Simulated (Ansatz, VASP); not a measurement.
## One calculation of In3Cu, two programs

```
In Cu
1.0
     4.33423    0.11737    0.11737
     0.11737    4.33423    0.11737
     0.11737    0.11737    4.33423
In Cu
3 1
Direct
  0.00000 0.50000 0.50000
  0.50000 0.00000 0.50000
  0.50000 0.50000 0.00000
  0.00000 0.00000 0.00000
```

Alike in both runs: task single point; functional LDA; k mesh 10 × 10 × 10; occupations gaussian, width 0.15 eV; no spin polarisation.

```csv
,VASP,Ansatz
version,VASP 6.6.1,Ansatz 0.2.0
potentials or method,"VASP PAW LDA potentials, release 64 (In_d, Cu), cutoff 520 eV","scalar-relativistic, plane waves, PAW"
valence electrons in the cell,50,58
```

|  | VASP | Ansatz | Ansatz less VASP |
| --- | --- | --- | --- |
| gap on the k mesh at the Fermi level (eV) | none | none | - |
| pressure (GPa) | 0.1 | 0.0 | -0.01 |
| traceless stress, the component that is largest in VASP (GPa) | -0.55 | -0.56 | -0.002 |

LDA's correlation is that of Perdew and Zunger in VASP and of Perdew and Wang (1992) in Ansatz. A gap of «none» marks a metal or a gap that the smearing closes. VASP's potentials hold 50 valence electrons a cell and Ansatz's 58, so a difference there can come from the potentials and not from the codes.
